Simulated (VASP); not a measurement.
# Gd (Im-3m) in VASP: single point with PBE

Aim: the single point of Gd with PBE.

All numbers are computed with VASP 6.6.1; they aren't measurements. Logs are shortened: lines on timing, memory, paths and dates and some standing lists are left out, and cuts for length are marked.

**1. The cell of the first run**

It takes space group Im-3m (No. 229, cubic). The conventional cell has a = 4.050 Å, b = 4.050 Å, c = 4.050 Å, α = 90.00°, β = 90.00°, γ = 90.00°. Within 4.6 Å of Gd (site symmetry m-3m) lie 14 Gd at 3.51 to 4.05 Å.

This isn't the form of Gd at room conditions, which is hcp.

**2. Single point, PBE, collinear spin, ferromagnetic start**

File INCAR:

```
  PREC = Accurate
  ENCUT = 520
  EDIFF = 1E-7
  ISMEAR = -1
  SIGMA = 0.03
  LREAL = F
  LASPH = T
  NELM = 150
  ALGO = Normal
  ISIF = 2
  LWAVE = F
  LCHARG = F
  ISPIN = 2
  MAGMOM = 7
  LORBIT = 11
  LMAXMIX = 6
  GGA = PE
  NBANDS = 19
```

File KPOINTS:

```
regular mesh
0
Gamma
  10 10 10
```

File POSCAR:

```
Gd
1.0
   -2.0250000000      2.0250000000      2.0250000000
    2.0250000000     -2.0250000000      2.0250000000
    2.0250000000      2.0250000000     -2.0250000000
Gd
1
Direct
    0.0000000000      0.0000000000      0.0000000000
```

Potentials or basis: VASP PAW PBE potentials, release 64 (Gd).

Launch:

```console
$ cat potpaw_PBE.64/Gd/POTCAR > POTCAR
$ mpirun -np 1 vasp_std > vasp.out
```

OUTCAR:

```text
PREC = Accurate
   ENCUT = 520
   EDIFF = 1E-7
   ISMEAR = -1
   LREAL = F
   LASPH = T
   NELM = 150
   ISIF = 2
   ISPIN = 2
   LORBIT = 11
   GGA = PE

 ion  position               nearest neighbor table
   1  0.000  0.000  0.000-

  LATTYP: Found a body centered cubic cell.
 ALAT       =     4.0500000000

  Lattice vectors:

 A1 = (  -2.0250000000,   2.0250000000,   2.0250000000)
 A2 = (   2.0250000000,  -2.0250000000,   2.0250000000)
 A3 = (   2.0250000000,   2.0250000000,  -2.0250000000)

Analysis of symmetry for initial positions (statically):
=====================================================================
 Subroutine PRICEL returns:
 Original cell was already a primitive cell.

 Routine SETGRP: Setting up the symmetry group for a
 body centered cubic supercell.

 Subroutine GETGRP returns: Found 48 space group operations
 (whereof 48 operations were pure point group operations)
 out of a pool of 48 trial point group operations.

The static configuration has the point symmetry O_h .

Analysis of symmetry for dynamics (positions and initial velocities):
=====================================================================
 Subroutine PRICEL returns:
 Original cell was already a primitive cell.

 Routine SETGRP: Setting up the symmetry group for a
 body centered cubic supercell.

 Subroutine GETGRP returns: Found 48 space group operations
 (whereof 48 operations were pure point group operations)
 out of a pool of 48 trial point group operations.

The dynamic configuration has the point symmetry O_h .

Analysis of structural, dynamic, and magnetic symmetry:
=====================================================================
 Subroutine PRICEL returns:
 Original cell was already a primitive cell.

 Routine SETGRP: Setting up the symmetry group for a
 body centered cubic supercell.

 Subroutine GETGRP returns: Found 48 space group operations
 (whereof 48 operations were pure point group operations)
 out of a pool of 48 trial point group operations.

The overall configuration has the point symmetry O_h .

 Subroutine INISYM returns: Found 48 space group operations
 (whereof 48 operations are pure point group operations),
 and found     1 'primitive' translations

----------------------------------------------------------------------------------------

                                     Primitive cell

  volume of cell :      33.2151

  direct lattice vectors                    reciprocal lattice vectors
    -2.025000000  2.025000000  2.025000000     0.000000000  0.246913580  0.246913580
     2.025000000 -2.025000000  2.025000000     0.246913580  0.000000000  0.246913580
     2.025000000  2.025000000 -2.025000000     0.246913580  0.246913580  0.000000000

  length of vectors
     3.507402885  3.507402885  3.507402885     0.349188534  0.349188534  0.349188534

  position of ions in fractional coordinates (direct lattice)
     0.000000000  0.000000000  0.000000000

  ion indices of the primitive-cell ions
   primitive index   ion index
                 1           1

----------------------------------------------------------------------------------------

 KPOINTS: regular mesh

Automatic generation of k-mesh.
 Grid dimensions read from file:
 generate k-points for:   10   10   10

 Generating k-lattice:

  Cartesian coordinates                     Fractional coordinates (reciprocal lattice)
     0.000000000  0.024691358  0.024691358     0.100000000  0.000000000  0.000000000
     0.024691358  0.000000000  0.024691358     0.000000000  0.100000000  0.000000000
     0.024691358  0.024691358  0.000000000     0.000000000  0.000000000  0.100000000

  Length of vectors
     0.034918853  0.034918853  0.034918853

  Shift w.r.t. Gamma in fractional coordinates (k-lattice)
     0.000000000  0.000000000  0.000000000

 Subroutine IBZKPT returns following result:
 ===========================================

 Found     47 irreducible k-points:

 Following reciprocal coordinates:
            Coordinates               Weight
  0.000000  0.000000  0.000000      1.000000
  0.100000  0.000000  0.000000     12.000000
  0.200000  0.000000  0.000000     12.000000
  0.300000  0.000000  0.000000     12.000000
  0.400000  0.000000  0.000000     12.000000
  0.500000  0.000000  0.000000      6.000000
[... 16 lines left out ...]
  0.300000  0.300000  0.100000      8.000000
 -0.300000  0.300000  0.100000     24.000000
 [... further k-points ...]
   k-points           NKPTS =     47   k-points in BZ     NKDIM =     47   number of bands    NBANDS=     19
   number of dos      NEDOS =    301   number of ions     NIONS =      1
   total plane-waves  NPLWV =  21952
   dimension x,y,z NGX =    28 NGY =   28 NGZ =   28
   dimension x,y,z NGXF=    56 NGYF=   56 NGZF=   56
   ions per type =               1
   NGX,Y,Z   is equivalent  to a cutoff of  13.27, 13.27, 13.27 a.u.
   NGXF,Y,Z  is equivalent  to a cutoff of  26.54, 26.54, 26.54 a.u.
 SYSTEM =  unknown system
   PREC   = accura    normal or accurate (medium, high low for compatibility)
   ISTART =      0    job   : 0-new  1-cont  2-samecut
   ICHARG =      2    charge: 1-file 2-atom 10-const
   ISPIN  =      2    spin polarized calculation?
   LNONCOLLINEAR =      F non collinear calculations
   LSORBIT =      F    spin-orbit coupling
   LASPH  =      T    aspherical Exc in radial PAW
   ENCUT  =  520.0 eV  38.22 Ry    6.18 a.u.   6.52  6.52  6.52*2*pi/ulx,y,z
   NELM   =    150;   NELMIN=  2; NELMDL= -5     # of ELM steps
   EDIFF  = 0.1E-06   stopping-criterion for ELM
   LREAL  =      F    real-space projection
   EDIFFG = 0.1E-05   stopping-criterion for IOM
   NSW    =      0    number of steps for IOM
   IBRION =     -1    ionic relax: 0-MD 1-quasi-New 2-CG
   NFREE  =      0    steps in history (QN), initial steepest desc. (CG)
   ISIF   =      2    stress and relaxation
   ISYM   =      2    0-nonsym 1-usesym 2-fastsym
   POTIM  = 0.5000    time-step for ionic-motion
   TEBEG  =    0.0;   TEEND  =   0.0 temperature during run
   PSTRESS=    0.0 pullay stress
   NELECT =      18.0000    total number of electrons
   NUPDOWN=      -1.0000    fix difference up-down
   EMIN   =  10.00;   EMAX   =-10.00  energy-range for DOS
   EFERMI =   0.00;   METHOD = LEGACY
   ISMEAR =    -1;   SIGMA  =   0.03  broadening in eV -4-tet -1-fermi 0-gaus
   EFERMI_NEDOS =   21; number of points for ismear=-14 and -15
   IALGO  =     38    algorithm
   IMIX   =      4    mixing-type and parameters
     AMIX     =   0.40;   BMIX     =  1.00
     AMIX_MAG =   1.60;   BMIX_MAG =  1.00
  volume/ion in A,a.u.               =      33.22       224.15
  Fermi-wavevector in a.u.,A,eV,Ry     =   1.334711  2.522238 24.238153  1.781454
  Thomas-Fermi vector in A             =   2.463472
   LORBIT       =     11    0 simple, 1 ext, 2 COOP (PROOUT), +10 PAW based schemes
   GGA     = PE    functional components
   LHFCALC =     F    Hartree Fock is set to
   AEXX    =    0.0000 exact exchange contribution
   IVDW    =     0    specifies the selected vdW correction
   LEPSILON=     F    determine dielectric tensor
   LRPA    =     F    only Hartree local field effects (RPA)
 spin polarized calculation
  energy-cutoff  :      520.00
  volume of cell :       33.22
 maximum number of plane-waves:       935
 NGX is ok and might be reduce to    28
   NGX = 13   NGY = 13   NGZ = 13

 number of electron      18.0000009 magnetization       7.6749095

 Free energy of the ion-electron system (eV)
  ---------------------------------------------------
  ext. energy  EPLUGINS =         0.00000000
  ---------------------------------------------------
  free energy    TOTEN  =       -11.61608855 eV

  energy without entropy =      -11.60996927  energy(sigma->0) =      -11.61302891

 E-fermi :   2.9443     XC(G=0):  -9.9573

 val. band max:        2.9426332143   @ k =   0.5000   0.5000   0.1000
 cond. band min:       2.9593898257   @ k =  -0.3000   0.5000   0.1000
 fundamental gap:      0.0167566114
 Fermi energy:         2.9443379859

 spin component 1

 k-point     1 :       0.0000    0.0000    0.0000
  band No.  band energies     occupation
      1     -42.3846      1.00000
      2     -19.4031      1.00000
      3     -19.4031      1.00000
      4     -19.4031      1.00000
      5      -2.1265      1.00000
      6      -2.0297      1.00000
[... 11 lines left out ...]
     18      13.3371      0.00000
     19      13.3371      0.00000

 k-point     2 :       0.1000    0.0000    0.0000
  band No.  band energies     occupation
      1     -42.3784      1.00000
      2     -19.4733      1.00000
      3     -19.4249      1.00000
      4     -19.4034      1.00000
      5      -2.0262      1.00000
      6      -2.0230      1.00000
[... 476 lines left out ...]
 k-point    24 :      -0.3000    0.3000    0.1000
  band No.  band energies     occupation
      1     -42.3363      1.00000
      2     -19.8547      1.00000
      3     -19.5750      1.00000
      4     -19.4572      1.00000
      5      -2.0102      1.00000
      6      -1.9781      1.00000
[... 11 lines left out ...]
     18      12.6008      0.00000
     19      14.4522      0.00000

 [... further k-points ...]

 spin component 2

 k-point     1 :       0.0000    0.0000    0.0000
  band No.  band energies     occupation
      1     -39.1254      1.00000
      2     -16.9828      1.00000
      3     -16.9828      1.00000
      4     -16.9828      1.00000
      5      -1.2135      1.00000
      6       3.2864      0.00001
[... 11 lines left out ...]
     18      14.3138      0.00000
     19      14.3138      0.00000

 k-point     2 :       0.1000    0.0000    0.0000
  band No.  band energies     occupation
      1     -39.1175      1.00000
      2     -17.0688      1.00000
      3     -17.0086      1.00000
      4     -16.9836      1.00000
      5      -0.9180      1.00000
      6       3.2726      0.00002
[... 476 lines left out ...]
 k-point    24 :      -0.3000    0.3000    0.1000
  band No.  band energies     occupation
      1     -39.0648      1.00000
      2     -17.5297      1.00000
      3     -17.1851      1.00000
      4     -17.0494      1.00000
      5       1.0629      1.00000
      6       3.1571      0.00083
[... 11 lines left out ...]
     18      13.6329      0.00000
     19      15.7354      0.00000

 [... further k-points ...]
[... 5 lines left out ...]
  --------------------------------------------------------------------------------------
  -------------------------------------------------------------------------------------
  Total       -0.0398665     -0.0398665     -0.0398665     -0.0000000     -0.0000000      0.0000000
  in kB       -1.9230172     -1.9230172     -1.9230172     -0.0000000     -0.0000000      0.0000000
  external PRESSURE =      -1.9230172 kB  Pullay stress =       0.0000000 kB

 VOLUME and BASIS-vectors are now :
 -----------------------------------------------------------------------------
  energy-cutoff  :      520.00
  volume of cell :       33.22
      direct lattice vectors                 reciprocal lattice vectors
    -2.025000000  2.025000000  2.025000000     0.000000000  0.246913580  0.246913580
     2.025000000 -2.025000000  2.025000000     0.246913580  0.000000000  0.246913580
     2.025000000  2.025000000 -2.025000000     0.246913580  0.246913580  0.000000000

 POSITION                                       TOTAL-FORCE (eV/Angst)
 -----------------------------------------------------------------------------------
      0.00000      0.00000      0.00000         0.000000     -0.000000     -0.000000
 -----------------------------------------------------------------------------------
    total drift:                                0.000000      0.000000      0.000000

  FREE ENERGIE OF THE ION-ELECTRON SYSTEM (eV)
  ---------------------------------------------------
  free  energy   TOTEN  =       -11.6160885488 eV

  energy  without entropy=      -11.6099692671  energy(sigma->0) =      -11.61302891

 total charge

# of ion       s       p       d       f       tot
--------------------------------------------------
    1        2.072   5.561   0.591   6.973  15.196

 magnetization (x)

# of ion       s       p       d       f       tot
--------------------------------------------------
    1        0.002  -0.058   0.251   6.830   7.026
```

Run time: 1.9 min. Hardware: 1 thread of AMD EPYC 7R13 (Zen 3), shared host; peak memory 0.18 GiB.

Results:

```
Free energy                                           : -11.6161 eV
Pressure                                              : -0.2 GPa
Net moment                                            : 7.67 μB per cell
Site moments                                          : Gd +7.03 μB
Valence electrons inside the program's atomic spheres : Gd 15.20
```

Levels at points of the mesh, in eV from the Fermi level:
Spin up:
```tsv
k point	band 10	band 11	band 12	band 13	band 14	band 15	band 16	band 17
(0.00, 0.00, 0.00)	-4.85	-4.85	-4.82	1.29	1.29	1.29	3.52	3.52
(0.50, 0.00, 0.00)	-4.85	-4.84	-2.42	-0.30	1.08	3.41	4.19	6.12
(0.50, 0.50, 0.50)	-4.84	-4.84	-1.90	-1.90	5.45	5.45	5.45	5.87
```
Spin down:
```csv
k point,band 3,band 4,band 5,band 6,band 7,band 8
"(0.00, 0.00, 0.00)",-19.93,-19.93,-4.16,0.34,0.34,0.34
"(0.50, 0.00, 0.00)",-20.19,-19.94,-1.49,0.35,0.40,0.47
"(0.50, 0.50, 0.50)",-20.49,-20.49,-1.10,-1.10,0.39,0.46
```

Caveat: spin-orbit coupling is left out, which moves the levels of the heavy elements; semilocal functionals describe open f shells poorly, which spoils levels, moments and volumes.
